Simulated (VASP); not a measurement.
Cd4SeS3, 8 atoms in the cell. The structure is cubic, space group P-43m (No. 215). Conventional cell: a = 5.992 Å, b = 5.992 Å, c = 5.992 Å, α = 90.00°, β = 90.00°, γ = 90.00°. Cd (site symmetry 3m) has 3 S at 2.58 Å and 1 Se at 2.65 Å within 3.4 Å. Within 3.5 Å of Se (site symmetry -43m) lie 4 Cd at 2.65 Å. S (site symmetry -42m) has 4 Cd at 2.58 Å within 3.4 Å. 

```yaml
Program: VASP 6.6.1
Task: single point
Functional: PBE
Potentials_or_basis: VASP PAW PBE potentials, release 64 (Cd, Se, S)
Cutoff: 520 eV
k_mesh: 6 × 6 × 6
Occupations: gaussian, width 0.02 eV
Spin: no spin polarisation
Dipole_correction: no
Further_INCAR_settings: ALGO = Normal; EDIFF = 1e-07; NBANDS = 46
```

Potentials or basis: VASP PAW PBE potentials, release 64 (Cd, Se, S).

Launch:

```sh
$ cat potpaw_PBE.64/Cd/POTCAR potpaw_PBE.64/Se/POTCAR potpaw_PBE.64/S/POTCAR > POTCAR
$ mpirun -np 1 vasp_std > vasp.out
```

Hardware: 1 thread of AMD EPYC 7R13 Processor (Zen 3), on a shared host.

Q: How long does it take, and how much memory?

A: Wall time 3.2 min on 1 thread of AMD EPYC 7R13 Processor (Zen 3), on a shared host, peak memory 0.39 GiB. Counts: scf iterations 17, k points 20.
